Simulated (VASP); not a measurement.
# KH2 (R-3m) in VASP: notebook

Runs on KH2. Level: PBE. Tasks: relaxation of cell and atoms, single point.

All numbers are computed with VASP 6.6.1; they aren't measurements. Logs are shortened: lines on timing, memory, paths and dates and some standing lists are left out, and cuts for length are marked.

## 1. The cell of the first run

Symmetry: R-3m, No. 166, trigonal system. The conventional cell has a = 3.379 Å, b = 3.379 Å, c = 15.309 Å, α = 90.00°, β = 90.00°, γ = 120.00°. Within 3.1 Å of K (site symmetry -3m) lie 6 H at 2.33 Å. Within 3.4 Å of H (site symmetry 3m) lie 3 K at 2.33 Å and 12 H at 3.21 to 3.38 Å.

## 2. Relaxation of cell and atoms, PBE

INCAR reads:

```
SYSTEM = KH2
  PREC = Accurate
  ENCUT = 600
  EDIFF = 1E-7
  ISMEAR = 0
  SIGMA = 0.1
  LREAL = .False.
  LASPH = .True.
  NELM = 100
  ALGO = Normal
  ISIF = 3
  LWAVE = .False.
  LCHARG = .False.
  GGA = PE
  IBRION = 2
  NSW = 90
  EDIFFG = -0.04
```

KPOINTS reads:

```
regular mesh
0
Gamma
  6 6 6
  0 0 0
```

POSCAR reads:

```
KH2
1.0
    1.6896148775      0.9754996044      5.1030691554
   -1.6896148775      0.9754996044      5.1030691554
    0.0000000000     -1.9509992087      5.1030691554
K H
1 2
Direct
    0.0000000000      0.0000000000      0.0000000000
    0.7500000000      0.7500000000      0.7500000000
    0.2500000000      0.2500000000      0.2500000000
```

Potentials or basis: VASP PAW PBE potentials, release 64 (K_sv, H).

Run with:

```sh
$ cat potpaw_PBE.64/K_sv/POTCAR potpaw_PBE.64/H/POTCAR > POTCAR
$ mpirun -np 1 vasp_std > vasp.out
```

OUTCAR:

```text
SYSTEM = KH2
   PREC = Accurate
   ENCUT = 600
   EDIFF = 1E-7
   ISMEAR = 0
   LREAL = .False.
   LASPH = .True.
   NELM = 100
   ISIF = 3
   GGA = PE
   IBRION = 2
   NSW = 90
   EDIFFG = -0.04

 ion  position               nearest neighbor table
   1  0.000  0.000  0.000-   2 2.33   2 2.33   3 2.33   3 2.33   2 2.33   3 2.33
   2  0.750  0.750  0.750-   1 2.33   1 2.33   1 2.33
   3  0.250  0.250  0.250-   1 2.33   1 2.33   1 2.33

  LATTYP: Found a trigonal (rhomboedric) cell.
 ALAT       =     5.4633060245
 COS(alpha) =     0.8087090652

  Lattice vectors:

 A1 = (   1.6896148775,   0.9754996044,   5.1030691554)
 A2 = (  -1.6896148775,   0.9754996044,   5.1030691554)
 A3 = (   0.0000000000,  -1.9509992087,   5.1030691554)

Analysis of symmetry for initial positions (statically):
=====================================================================
 Subroutine PRICEL returns:
 Original cell was already a primitive cell.

 Routine SETGRP: Setting up the symmetry group for a
 trigonal (rhombohedral) supercell.

 Subroutine GETGRP returns: Found 12 space group operations
 (whereof 12 operations were pure point group operations)
 out of a pool of 12 trial point group operations.

The static configuration has the point symmetry D_3d.

Analysis of symmetry for dynamics (positions and initial velocities):
=====================================================================
 Subroutine PRICEL returns:
 Original cell was already a primitive cell.

 Routine SETGRP: Setting up the symmetry group for a
 trigonal (rhombohedral) supercell.

 Subroutine GETGRP returns: Found 12 space group operations
 (whereof 12 operations were pure point group operations)
 out of a pool of 12 trial point group operations.

The dynamic configuration has the point symmetry D_3d.

 Subroutine INISYM returns: Found 12 space group operations
 (whereof 12 operations are pure point group operations),
 and found     1 'primitive' translations

----------------------------------------------------------------------------------------

                                     Primitive cell

  volume of cell :      50.4658

  direct lattice vectors                    reciprocal lattice vectors
     1.689614877  0.975499604  5.103069155     0.295925425  0.170852624  0.065320168
    -1.689614877  0.975499604  5.103069155    -0.295925425  0.170852624  0.065320168
[... 116 lines left out ...]
   LEPSILON=     F    determine dielectric tensor
   LRPA    =     F    only Hartree local field effects (RPA)
 conjugate gradient relaxation of ions
 non-spin polarized calculation
 Gauss-broadening in eV      SIGMA  =   0.10
  energy-cutoff  :      600.00
  volume of cell :       50.47
 maximum number of plane-waves:      1700
 NGX is ok and might be reduce to    48

--------------------------------------- Ionic step        1  -------------------------------------------

 number of electron      10.9999999 magnetization

 Free energy of the ion-electron system (eV)
  ---------------------------------------------------
  ext. energy  EPLUGINS =         0.00000000
  ---------------------------------------------------
  free energy    TOTEN  =        -4.84296186 eV

  energy without entropy =       -4.82928991  energy(sigma->0) =       -4.83612589

------------------------ aborting loop because EDIFF is reached ----------------------------------------

  FORCE on cell =-STRESS in cart. coord.  units (eV):
  Direction    XX          YY          ZZ          XY          YZ          ZX
  --------------------------------------------------------------------------------------
  -------------------------------------------------------------------------------------
  Total        2.9914091      2.9914091      0.2620988      0.0000000      0.0000000      0.0000000
  in kB       94.9705306     94.9705306      8.3210498      0.0000000      0.0000000      0.0000000
  external PRESSURE =      66.0873704 kB  Pullay stress =       0.0000000 kB
[... 92 lines left out ...]
  FREE ENERGIE OF THE ION-ELECTRON SYSTEM (eV)
  ---------------------------------------------------
  free  energy   TOTEN  =        -5.4465358518 eV

  energy  without entropy=       -5.4214619411  energy(sigma->0) =       -5.43399890

[... ionic steps 4 to 29 ...]

--------------------------------------- Ionic step       30  -------------------------------------------

 number of electron      11.0000000 magnetization

------------------------ aborting loop because EDIFF is reached ----------------------------------------
[... 69 lines left out ...]
--------------------------------------- Ionic step       32  -------------------------------------------

 number of electron      11.0000000 magnetization

 Free energy of the ion-electron system (eV)
  ---------------------------------------------------
  ext. energy  EPLUGINS =         0.00000000
  ---------------------------------------------------
  free energy    TOTEN  =        -6.00393147 eV

  energy without entropy =       -5.99957250  energy(sigma->0) =       -6.00175199

 E-fermi :  -1.0994     XC(G=0):  -7.1366

 val. band max:       -1.4545854736   @ k =   0.5000   0.1667   0.0000
 cond. band min:      -1.0986976438   @ k =   0.5000   0.5000   0.1667
 fundamental gap:      0.3558878298
 Fermi energy:        -1.0994086137

 k-point     1 :       0.0000    0.0000    0.0000
  band No.  band energies     occupation
      1     -30.9623      2.00000
      2     -14.3722      2.00000
      3     -14.3722      2.00000
      4     -14.3117      2.00000
      5      -5.1484      2.00000
      6       0.6838      0.00000
      7       2.6373      0.00000
      8       5.8070      0.00000
      9       5.8070      0.00000
[... 265 lines left out ...]
 k-point    24 :      -0.3333    0.5000    0.1667
  band No.  band energies     occupation
      1     -30.9231      2.00000
      2     -14.6806      2.00000
      3     -14.5043      2.00000
      4     -14.3348      2.00000
      5      -2.7863      2.00000
      6      -1.6289      2.00000
      7       2.6722      0.00000
      8       4.3366      0.00000
      9       6.0621      0.00000

 [... further k-points ...]

------------------------ aborting loop because EDIFF is reached ----------------------------------------

  FORCE on cell =-STRESS in cart. coord.  units (eV):
  Direction    XX          YY          ZZ          XY          YZ          ZX
  --------------------------------------------------------------------------------------
  -------------------------------------------------------------------------------------
  Total       -0.0535069     -0.0535069     -0.0391985      0.0000000     -0.0000000      0.0000000
  in kB       -1.5864307     -1.5864307     -1.1622001      0.0000000     -0.0000000      0.0000000
  external PRESSURE =      -1.4450205 kB  Pullay stress =       0.0000000 kB
[... 18 lines left out ...]
  FREE ENERGIE OF THE ION-ELECTRON SYSTEM (eV)
  ---------------------------------------------------
  free  energy   TOTEN  =        -6.0039314705 eV

  energy  without entropy=       -5.9995725040  energy(sigma->0) =       -6.00175199

 reached required accuracy - stopping structural energy minimisation
```

OSZICAR:

```text
N       E                     dE             d eps       ncg     rms          rms(c)
DAV:   1     0.628903277553E+02    0.62890E+02   -0.53089E+03   576   0.115E+03
DAV:   2    -0.233837679420E+01   -0.65229E+02   -0.64092E+02   591   0.265E+02
DAV:   3    -0.504407844223E+01   -0.27057E+01   -0.26633E+01   897   0.493E+01
DAV:   4    -0.511204254345E+01   -0.67964E-01   -0.67342E-01   781   0.633E+00
[... 362 lines left out ...]
DAV:   4    -0.600392562289E+01   -0.28492E-04   -0.67445E-05  1021   0.720E-02    0.334E-02
DAV:   5    -0.600392947297E+01   -0.38501E-05   -0.86312E-05   901   0.691E-02    0.712E-03
DAV:   6    -0.600393106727E+01   -0.15943E-05   -0.10138E-06   698   0.105E-02    0.275E-03
DAV:   7    -0.600393156299E+01   -0.49572E-06   -0.17880E-07   771   0.422E-03    0.549E-04
DAV:   8    -0.600393147048E+01    0.92511E-07   -0.74491E-09   297   0.801E-04
  32 F= -.60039315E+01 E0= -.60017520E+01  d E =-.102437E-02
```

It took 21 min on 1 thread of Intel Xeon 8259CL, shared host; peak memory 0.37 GiB.

Results:

```
Free energy                           : -6.0039 eV
Relaxed volume                        : 18.01 Å³/atom
Relaxed cell                          : a = 4.769 Å, b = 4.769 Å, c = 4.769 Å, α = 47.55°, β = 47.55°, γ = 47.55°
Space group after relaxing (to 0.1 Å) : R-3m (No. 166)
Energy gained by relaxing             : 387.0 meV/atom
Ionic steps                           : 32
Pressure after relaxing               : -0.1 GPa
Largest force after relaxing          : 0.035 eV/Å
Band gap on the k mesh                : zero (an odd number of electrons rules out a gap without spin polarisation)
```

Forces on the atoms (eV/Å):
```
K    0.000  0.000  0.000
H    0.000  0.000 -0.035
H    0.000  0.000  0.035
```

The path:
```
step  energy change (eV)  largest force (eV/Å)  pressure (GPa)  volume (Å³)
   1              0.0000                0.5392            6.61        50.47
   2             -0.2667                0.3603            3.91        55.67
   3             -0.6036                0.0542           -0.14        70.90
   4             -0.6279                0.0083           -0.86        76.31
   5             -0.6290                0.0242           -1.04        78.02
   6             -0.7110                0.0229           -1.14        76.60
   7             -0.9276                0.1044           -1.22        71.16
   8             -0.1449                1.4440            4.73        54.60
   9             -0.9625                0.0893           -1.08        69.42
  10             -0.9817                0.0166           -0.69        66.71
  11             -0.9817                0.0445           -0.82        67.48
  12             -0.9953                0.0596           -0.20        63.73
  13             -0.9964                0.0660            0.05        62.45
  14             -0.9985                0.0738            0.05        62.37
  15             -1.0056                0.0963            0.03        62.12
  16             -1.0234                0.1392           -0.04        61.59
  17             -1.0726                0.2159           -0.38        60.36
  18             -1.1235                0.0560           -1.38        57.25
  19             -1.1268                0.1760           -0.91        58.82
  20             -1.1322                0.1451           -1.06        58.36
  21             -1.1328                0.1419           -1.07        58.31
  22             -1.1343                0.1319           -1.08        58.15
  23             -1.1367                0.1104           -1.11        57.85
  24             -1.1382                0.0615           -1.16        57.23
  25             -1.1410                0.0551           -1.11        57.03
  26             -1.1485                0.0344           -0.93        56.43
  27             -1.1580                0.0145           -0.53        55.24
  28             -1.1516                0.1466            0.48        52.90
  29             -1.1599                0.0487           -0.25        54.52
  30             -1.1599                0.0522           -0.22        54.45
  31             -1.1602                0.0478           -0.20        54.35
  32             -1.1610                0.0346           -0.14        54.04
```

Final structure:
```
CELL_PARAMETERS angstrom
1.92247 1.10994 4.22072
-1.92247 1.10994 4.22072
0.00000 -2.21988 4.22072
ATOMIC_POSITIONS crystal
K 0.00000 0.00000 0.00000
H 0.80699 0.80699 0.80699
H 0.19301 0.19301 0.19301
```

Caveat: the k points lie up to 0.33 Å⁻¹ apart in the final cell, too coarse for converged energies and pressures of a metal; an odd number of electrons without spin polarisation forces a metal; a magnetic or distorted state may lie lower.

## 3. Single point, PBE

This run uses another cell than the first one: it holds 6 atoms, not 3.

INCAR reads:

```
SYSTEM = KH2
  ALGO = Normal
  EDIFF = 1E-7
  ENCUT = 520
  GGA = PE
  ISIF = 2
  ISMEAR = 0
  LASPH = .True.
  LCHARG = .True.
  LELF = .True.
  LREAL = .False.
  LVHAR = .True.
  LWAVE = .False.
  NBANDS = 20
  NELM = 100
  PREC = Accurate
  SIGMA = 0.1
```

KPOINTS reads:

```
k-points
0
Gamma
  6 6 4
  0 0 0
```

POSCAR reads:

```
KH2
1.0
   -1.9279307229      3.3392739656      0.0000000000
    1.9279307229     -1.1130913219     -4.1936860368
   -5.7837921687     -3.3392739656      0.0000000000
K H
2 4
Direct
    1.0000000000      1.0000000000      1.0000000000
    0.5000000000      0.0000000000      0.5000000000
    0.7924293420      0.5848586840      0.5974764473
    0.2924293420      0.5848586840      0.0974764473
    0.7075706580      0.4151413160      0.9025235527
    0.2075706580      0.4151413160      0.4025235527
```

Potentials or basis: VASP PAW PBE potentials, release 64 (K_sv, H).

Run with:

```sh
$ cat potpaw_PBE.64/K_sv/POTCAR potpaw_PBE.64/H/POTCAR > POTCAR
$ mpirun -np 1 vasp_std > vasp.out
```

It took 2.1 min on 1 thread of Intel Xeon 8259CL, shared host; peak memory 0.27 GiB.

The run converged. Its results:

```
Free energy            : -11.9962 eV
Pressure               : 0.0 GPa
Largest force          : 0.012 eV/Å
Band gap on the k mesh : zero (bands 11 and 12 overlap by 1.17 eV)
```

Forces on the atoms (eV/Å):
```
K    0.000  0.000  0.000
K    0.000  0.000  0.000
H   -0.010 -0.006  0.002
H   -0.010 -0.006  0.002
H    0.010  0.006 -0.002
H    0.010  0.006 -0.002
```

Levels at points of the mesh, in eV from the Fermi level:
```csv
k point,band 8,band 9,band 10,band 11,band 12,band 13,band 14,band 15
"(0.00, 0.00, 0.00)",-12.97,-3.86,-2.03,-0.26,1.84,4.02,5.18,6.42
"(0.50, 0.00, 0.00)",-12.99,-1.81,-1.81,-0.27,-0.27,4.40,4.40,5.86
"(0.00, 0.50, 0.00)",-13.02,-2.74,-1.36,-0.63,0.16,3.56,5.09,6.75
"(0.00, 0.00, 0.50)",-12.98,-3.12,-3.12,0.82,0.82,4.84,4.84,6.63
"(0.50, 0.00, 0.50)",-12.97,-2.03,-1.36,-0.63,-0.26,3.56,5.18,6.42
"(0.00, 0.50, 0.50)",-13.08,-2.37,-2.37,0.34,0.34,4.38,4.38,5.75
```

## 4. Single point, PBE

This run uses another cell than the first one, of 18.00 Å³/atom.

INCAR reads:

```
SYSTEM = KH2
PREC = Accurate
ENCUT = 520
EDIFF = 1E-6
ISMEAR = 0
SIGMA = 0.1
LREAL = .False.
LASPH = .True.
NELM = 80
ALGO = Normal
ISIF = 2
LWAVE = .False.
LCHARG = .False.
GGA = PE
NBANDS = 12
```

KPOINTS reads:

```
regular mesh
0
Gamma
  12 12 12
  0 0 0
```

POSCAR reads:

```
KH2
1.0
    1.9279307229      1.1130913219      4.1936860368
   -1.9279307229      1.1130913219      4.1936860368
    0.0000000000     -2.2261826437      4.1936860368
K H
1 2
Direct
    0.0000000000      0.0000000000      0.0000000000
    0.8050471053      0.8050471053      0.8050471053
    0.1949528947      0.1949528947      0.1949528947
```

Run with:

```sh
$ cat potpaw_PBE.64/K_sv/POTCAR potpaw_PBE.64/H/POTCAR > POTCAR
$ mpirun -np 1 vasp_std > vasp.out
```

Run time: 2.2 min. Hardware: 1 thread of Intel Xeon 8259CL, shared host; peak memory 0.28 GiB.

Results (log left out):

```
Free energy            : -5.9967 eV
Pressure               : 0.0 GPa
Band gap on the k mesh : zero (an odd number of electrons rules out a gap without spin polarisation)
```

Levels at points of the mesh, in eV from the Fermi level:
```tsv
k point	band 1	band 2	band 3	band 4	band 5	band 6	band 7	band 8	band 9	band 10
(0.00, 0.00, 0.00)	-29.68	-13.09	-13.09	-13.03	-3.90	1.80	3.97	7.05	7.05	8.54
(0.50, 0.00, 0.00)	-29.64	-13.45	-13.17	-13.01	-2.08	-0.31	5.14	6.38	6.91	7.23
(0.50, 0.50, 0.00)	-29.64	-13.44	-13.18	-13.06	-1.40	-0.68	3.51	6.70	7.35	8.87
(0.50, 0.50, 0.50)	-29.68	-13.19	-13.10	-13.10	-2.78	0.11	5.05	7.03	7.03	8.83
```

Caveat: an odd number of electrons without spin polarisation forces a metal; a magnetic or distorted state may lie lower.

## 5. Relaxation of cell and atoms, PBE

This run uses another cell than the first one, of 18.07 Å³/atom.

INCAR reads:

```
PREC = Accurate ; ENCUT = 600
EDIFF = 1E-6 ; ISMEAR = 0
SIGMA = 0.1 ; LREAL = F
LASPH = T ; NELM = 100
ALGO = Normal ; ISIF = 3
LWAVE = F ; LCHARG = F
GGA = PE ; IBRION = 2
NSW = 100 ; EDIFFG = -0.01
```

KPOINTS reads:

```
Automatic mesh
0
Gamma
  12 12 12
```

POSCAR reads:

```
KH2
1.0
    1.9289441644      1.1136764326      4.2060586582
   -1.9289441644      1.1136764326      4.2060586582
    0.0000000000     -2.2273528651      4.2060586582
K H
1 2
Direct
    0.0000000000      0.0000000000      0.0000000000
    0.8055636154      0.8055636154      0.8055636154
    0.1944363846      0.1944363846      0.1944363846
```

Run with:

```sh
$ cat potpaw_PBE.64/K_sv/POTCAR potpaw_PBE.64/H/POTCAR > POTCAR
$ mpirun -np 1 vasp_std > vasp.out
```

It took 3.8 min on 1 thread of Intel Xeon 8259CL, shared host; peak memory 0.33 GiB.

Results (log left out):

| Property | Result |
| --- | --- |
| Free energy | -5.9972 eV |
| Relaxed volume | 18.06 Å³/atom |
| Relaxed cell | a = 4.757 Å, b = 4.757 Å, c = 4.757 Å, α = 47.84°, β = 47.84°, γ = 47.84° |
| Space group after relaxing (to 0.1 Å) | R-3m (No. 166) |
| Energy gained by relaxing | 0.0 meV/atom |
| Ionic steps | 2 |
| Pressure after relaxing | 0.0 GPa |
| Largest force after relaxing | 0.009 eV/Å |
| Band gap on the k mesh | zero (an odd number of electrons rules out a gap without spin polarisation) |

Forces in eV/Å, atoms in the order of the input:
```
K    0.000  0.000  0.000
H    0.000  0.000 -0.009
H    0.000  0.000  0.009
```

Final structure:
```xyz
3
Lattice="1.9288 1.1136 4.2038 -1.9288 1.1136 4.2038 0.0000 -2.2271 4.2038" Properties=species:S:1:pos:R:3 pbc="T T T"
K     0.0000    0.0000   12.6114
H     0.0000    0.0000   10.1589
H     0.0000    0.0000    2.4525
```

Levels at points of the mesh, in eV from the Fermi level:
| k point | band 2 | band 3 | band 4 | band 5 | band 6 | band 7 | band 8 | band 9 |
| --- | --- | --- | --- | --- | --- | --- | --- | --- |
| (0.00, 0.00, 0.00) | -13.12 | -13.12 | -13.06 | -3.91 | 1.81 | 3.93 | 7.03 | 7.03 |
| (0.50, 0.00, 0.00) | -13.48 | -13.20 | -13.04 | -2.09 | -0.31 | 5.11 | 6.35 | 6.89 |
| (0.50, 0.50, 0.00) | -13.47 | -13.21 | -13.09 | -1.41 | -0.68 | 3.50 | 6.66 | 7.30 |
| (0.50, 0.50, 0.50) | -13.21 | -13.13 | -13.13 | -2.80 | 0.12 | 4.99 | 7.01 | 7.01 |

Caveat: an odd number of electrons without spin polarisation forces a metal; a magnetic or distorted state may lie lower.

## 6. Summary

| task | cell | k mesh | cutoff (eV) | gap on the mesh (eV) | pressure (GPa) | relaxed volume (Å³/atom) | largest force (eV/Å) |
| --- | --- | --- | --- | --- | --- | --- | --- |
| relaxation of cell and atoms | relaxed from a = 5.463 Å, angles 36.0°, 3 atoms, atomic positions A | 6 × 6 × 6 | 600 | none | -0.1 | 18.01 | 0.03 |
| single point | a = 3.856, b = 4.748, c = 6.679 Å, angles 103.6, 90.0, 114.0°, 6 atoms, atomic positions B | 6 × 6 × 4 | 520 | none | 0.0 | - | 0.01 |
| single point | a = 4.748 Å, angles 47.9°, 3 atoms, atomic positions C | 12 × 12 × 12 | 520 | none | 0.0 | - | - |
| relaxation of cell and atoms | relaxed from a = 4.759 Å, angles 47.8°, 3 atoms, atomic positions D | 12 × 12 × 12 | 600 | none | 0.0 | 18.06 | 0.01 |

Alike in all rows: level PBE; potentials or basis VASP PAW PBE potentials, release 64 (K_sv, H); no spin polarisation; smearing gaussian 0.1 eV.

Caveats: some runs use coarse meshes; an odd number of electrons without spin polarisation forces a metal (at least some runs); a magnetic or distorted state may lie lower (at least some runs).

Absolute energies hang on the potentials; compare differences alone.

The gap in the log of VASP goes by the Fermi energy; the results here count the filled bands.